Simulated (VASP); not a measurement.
# HgTe in VASP: relaxation of the atoms with PBEsol

Aim: the relaxation of the atoms of HgTe with PBEsol.

Program: VASP 6.6.1. These are calculated values, not measurements. Logs are shortened: lines on timing, memory, paths and dates and some standing lists are left out, and cuts for length are marked.

## Step 1: The cell of the first run

The cell holds a slab with vacuum, 6 atoms: a = 4.605 Å, b = 4.605 Å, c = 23.459 Å, α = 90.00°, β = 90.00°, γ = 120.00°.

## Step 2: Relaxation of the atoms, PBEsol

Contents of INCAR:

```
PREC = Accurate
ENCUT = 520
EDIFF = 1E-6
ISMEAR = 0
SIGMA = 0.1
LREAL = F
LASPH = T
NELM = 80
ALGO = Fast
ISIF = 2
LWAVE = F
LCHARG = F
LDIPOL = T
IDIPOL = 3
DIPOL = 0.5 0.5 0.500
GGA = PS
IBRION = 2
NSW = 80
EDIFFG = -0.02
```

Contents of KPOINTS:

```
regular mesh
0
Gamma
  9 9 1
```

Contents of POSCAR:

```
HgTe
1.0
    4.6045184592      0.0000000000      0.0000000000
   -2.3022592296      3.9876299579      0.0000000000
    0.0000000000      0.0000000000     23.4590405523
Te Hg
3 3
Direct
    0.0000000000      0.0000000000      0.3197061697
    0.3333333333      0.6666666667      0.4799673522
    0.6666666667      0.3333333333      0.6402285347
    0.3333333333      0.6666666667      0.3597714653
    0.6666666667      0.3333333333      0.5200326478
    0.0000000000      0.0000000000      0.6802938303
```

Potentials or basis: VASP PAW PBE potentials, release 64 (Te, Hg).

Launch:

```sh
$ cat potpaw_PBE.64/Te/POTCAR potpaw_PBE.64/Hg/POTCAR > POTCAR
$ mpirun -np 1 vasp_std > vasp.out
```

OUTCAR:

```text
PREC = Accurate
   ENCUT = 520
   EDIFF = 1E-6
   ISMEAR = 0
   LREAL = F
   LASPH = T
   NELM = 80
   ISIF = 2
   GGA = PS
   IBRION = 2
   NSW = 80
   EDIFFG = -0.02

 ion  position               nearest neighbor table
   1  0.000  0.000  0.320-   4 2.82   4 2.82   4 2.82
   2  0.333  0.667  0.480-   5 2.82   5 2.82   5 2.82   4 2.82
   3  0.667  0.333  0.640-   6 2.82   6 2.82   6 2.82   5 2.82
   4  0.333  0.667  0.360-   1 2.82   1 2.82   1 2.82   2 2.82
   5  0.667  0.333  0.520-   2 2.82   2 2.82   2 2.82   3 2.82
   6  0.000  0.000  0.680-   3 2.82   3 2.82   3 2.82

  LATTYP: Found a hexagonal cell.
 ALAT       =     4.6045184592
 C/A-ratio  =     5.0947869490

  Lattice vectors:

 A1 = (   4.6045184592,   0.0000000000,   0.0000000000)
 A2 = (  -2.3022592296,   3.9876299579,   0.0000000000)
 A3 = (   0.0000000000,   0.0000000000,  23.4590405523)

Analysis of symmetry for initial positions (statically):
=====================================================================
 Subroutine PRICEL returns:
 Original cell was already a primitive cell.

 Routine SETGRP: Setting up the symmetry group for a
 hexagonal supercell.

 Subroutine GETGRP returns: Found  6 space group operations
 (whereof  6 operations were pure point group operations)
 out of a pool of 24 trial point group operations.

The static configuration has the point symmetry C_3v.

Analysis of symmetry for dynamics (positions and initial velocities):
=====================================================================
 Subroutine PRICEL returns:
 Original cell was already a primitive cell.

 Routine SETGRP: Setting up the symmetry group for a
 hexagonal supercell.

 Subroutine GETGRP returns: Found  6 space group operations
 (whereof  6 operations were pure point group operations)
 out of a pool of 24 trial point group operations.

The dynamic configuration has the point symmetry C_3v.

 Subroutine INISYM returns: Found  6 space group operations
 (whereof  6 operations are pure point group operations),
 and found     1 'primitive' translations

----------------------------------------------------------------------------------------

                                     Primitive cell
[... 111 lines left out ...]
   GGA     = PS    functional components
   LHFCALC =     F    Hartree Fock is set to
   AEXX    =    0.0000 exact exchange contribution
   IVDW    =     0    specifies the selected vdW correction
   LEPSILON=     F    determine dielectric tensor
   LRPA    =     F    only Hartree local field effects (RPA)
 conjugate gradient relaxation of ions
 non-spin polarized calculation
 RMM-DIIS sequential band-by-band and
 Gauss-broadening in eV      SIGMA  =   0.10
  energy-cutoff  :      520.00
  volume of cell :      430.73
 maximum number of plane-waves:     11673
 NGX is ok and might be reduce to    36
   NGX = 17   NGY = 17   NGZ = 87

 dipolmoment           0.000000      0.000000      0.050091 electrons x Angstroem

--------------------------------------- Ionic step        1  -------------------------------------------

 number of electron      53.9999999 magnetization

 Free energy of the ion-electron system (eV)
  ---------------------------------------------------
  ext. energy  EPLUGINS =         0.00000000
  ---------------------------------------------------
  free energy    TOTEN  =       -12.02802300 eV

  energy without entropy =      -12.01474283  energy(sigma->0) =      -12.02138292

------------------------ aborting loop because EDIFF is reached ----------------------------------------

  FORCE on cell =-STRESS in cart. coord.  units (eV):
  Direction    XX          YY          ZZ          XY          YZ          ZX
  --------------------------------------------------------------------------------------
  -------------------------------------------------------------------------------------
  Total       -1.0793408     -1.0793408      0.8522457      0.0000000      0.0000000      0.0000000
  in kB       -4.0147626     -4.0147626      3.1700499      0.0000000      0.0000000      0.0000000
  external PRESSURE =      -1.6198251 kB  Pullay stress =       0.0000000 kB
[... 101 lines left out ...]
  FREE ENERGIE OF THE ION-ELECTRON SYSTEM (eV)
  ---------------------------------------------------
  free  energy   TOTEN  =       -12.2053481798 eV

  energy  without entropy=      -12.1968295699  energy(sigma->0) =      -12.20108887

[... ionic steps 4 to 11 ...]

--------------------------------------- Ionic step       12  -------------------------------------------

 number of electron      53.9999997 magnetization

------------------------ aborting loop because EDIFF is reached ----------------------------------------
[... 75 lines left out ...]
--------------------------------------- Ionic step       14  -------------------------------------------

 number of electron      53.9999997 magnetization

 dipolmoment           0.000000      0.000000     -0.207182 electrons x Angstroem

 Free energy of the ion-electron system (eV)
  ---------------------------------------------------
  ext. energy  EPLUGINS =         0.00000000
  ---------------------------------------------------
  free energy    TOTEN  =       -12.23240961 eV

  energy without entropy =      -12.22465394  energy(sigma->0) =      -12.22853178

 E-fermi :  -0.9764     XC(G=0):  -4.6809

 val. band max:       -1.0164733489   @ k =   0.1111   0.0000   0.0000
 cond. band min:      -0.9677045407   @ k =   0.1111   0.0000   0.0000
 fundamental gap:      0.0487688082
 Fermi energy:        -0.9764466019

 k-point     1 :       0.0000    0.0000    0.0000
  band No.  band energies     occupation
      1     -13.7846      2.00000
      2     -12.7596      2.00000
      3     -11.8818      2.00000
      4      -9.4812      2.00000
      5      -9.4812      2.00000
      6      -8.7158      2.00000
[... 409 lines left out ...]
     31       2.3793      0.00000
     32       3.4325      0.00000

------------------------ aborting loop because EDIFF is reached ----------------------------------------

 vacuum level on the upper side and lower side of the slab       (xc-potential included)        -1.137         0.840

  FORCE on cell =-STRESS in cart. coord.  units (eV):
  Direction    XX          YY          ZZ          XY          YZ          ZX
  --------------------------------------------------------------------------------------
  -------------------------------------------------------------------------------------
  Total        1.6142165      1.6142165     -0.1107418      0.0000000      0.0000000      0.0000000
  in kB        6.0043092      6.0043092     -0.4119200      0.0000000      0.0000000      0.0000000
  external PRESSURE =       3.8655661 kB  Pullay stress =       0.0000000 kB
[... 21 lines left out ...]
  FREE ENERGIE OF THE ION-ELECTRON SYSTEM (eV)
  ---------------------------------------------------
  free  energy   TOTEN  =       -12.2324096090 eV

  energy  without entropy=      -12.2246539420  energy(sigma->0) =      -12.22853178

 reached required accuracy - stopping structural energy minimisation

 vacuum level on the upper side and lower side of the slab         2.481         4.500
```

OSZICAR:

```text
N       E                     dE             d eps       ncg     rms          rms(c)
DAV:   1     0.395970470817E+03    0.39597E+03   -0.20402E+04   768   0.132E+03
DAV:   2     0.186519610213E+02   -0.37732E+03   -0.36783E+03   960   0.281E+02
DAV:   3    -0.124510027079E+02   -0.31103E+02   -0.30903E+02   944   0.841E+01
[... 153 lines left out ...]
RMM:   3    -0.122324632291E+02   -0.11839E-03   -0.82320E-04   770   0.159E-01    0.674E-02
RMM:   4    -0.122324217241E+02    0.41505E-04   -0.17506E-04   781   0.666E-02    0.513E-02
RMM:   5    -0.122324089746E+02    0.12750E-04   -0.44397E-05   764   0.347E-02    0.216E-02
RMM:   6    -0.122324094701E+02   -0.49555E-06   -0.15779E-05   741   0.200E-02    0.500E-03
RMM:   7    -0.122324096090E+02   -0.13887E-06   -0.23229E-06   488   0.730E-03
  14 F= -.12232410E+02 E0= -.12228532E+02  d E =-.379104E-03
```

CONTCAR:

```text
HgTe
   1.00000000000000
     4.6045184592000004    0.0000000000000000    0.0000000000000000
    -2.3022592296000002    3.9876299578999999    0.0000000000000000
     0.0000000000000000    0.0000000000000000   23.4590405522999994
  Te              Hg
     3     3
Direct
     0.0000000000000000    0.0000000000000000    0.3218468769129238
     0.3333333332999970    0.6666666667000030    0.4849258681758672
     0.6666666667000030    0.3333333332999970    0.6490353130299090
     0.3333333332999970    0.6666666667000030    0.3561712044473014
     0.6666666667000030    0.3333333332999970    0.5188296488225308
     0.0000000000000000    0.0000000000000000    0.6691910886114677

  0.00000000E+00  0.00000000E+00  0.00000000E+00
  0.00000000E+00  0.00000000E+00  0.00000000E+00
  0.00000000E+00  0.00000000E+00  0.00000000E+00
  0.00000000E+00  0.00000000E+00  0.00000000E+00
  0.00000000E+00  0.00000000E+00  0.00000000E+00
  0.00000000E+00  0.00000000E+00  0.00000000E+00
```

Wall time 30 min (1 thread of Oxide Virtual Turin-like, shared host); peak memory 0.62 GiB.

What came out:

```yaml
Free_energy: -12.2324 eV
Energy_gained_by_relaxing: 34.1 meV/atom
Ionic_steps: 14
Largest_force_after_relaxing: 0.014 eV/Å
Band_gap_on_the_k_mesh: zero (bands 27 and 28 overlap by 0.18 eV)
```

Forces on the atoms (eV/Å):
```
Te   0.000  0.000 -0.001
Te   0.000  0.000 -0.003
Te   0.000  0.000 -0.004
Hg   0.000  0.000  0.014
Hg   0.000  0.000 -0.005
Hg   0.000  0.000 -0.001
```

The path:
```csv
step,energy change (eV),largest force (eV/Å),pressure (GPa)
1,0.0000,0.8038,-0.16
2,-0.0668,0.6202,-0.11
3,-0.1773,0.2667,0.17
4,-0.1872,0.1577,0.29
5,-0.1873,0.1481,0.31
6,-0.1923,0.1295,0.31
7,-0.1990,0.0658,0.33
8,-0.1992,0.0740,0.33
9,-0.2011,0.0571,0.32
10,-0.2030,0.0263,0.31
11,-0.2032,0.0396,0.31
12,-0.2037,0.0258,0.33
13,-0.2040,0.0348,0.37
14,-0.2044,0.0138,0.39
```

Final structure:
```
Te Hg
1.0
     4.60452    0.00000    0.00000
    -2.30226    3.98763    0.00000
     0.00000    0.00000   23.45904
Te Hg
3 3
Direct
  0.00000 0.00000 0.32185
  0.33333 0.66667 0.48493
  0.66667 0.33333 0.64904
  0.33333 0.66667 0.35617
  0.66667 0.33333 0.51883
  0.00000 0.00000 0.66919
```

Levels at points of the mesh, in eV from the Fermi level:
```tsv
k point	band 24	band 25	band 26	band 27	band 28	band 29	band 30	band 31
(0.00, 0.00, 0.00)	-0.81	-0.62	-0.62	0.19	0.19	0.23	0.76	2.56
```

Caveat: the PAW data sets were made with another functional, which shifts forces and pressure a little; spin-orbit coupling is left out, which moves the levels of the heavy elements.

The gap in the log of VASP goes by the Fermi energy; the results here count the filled bands.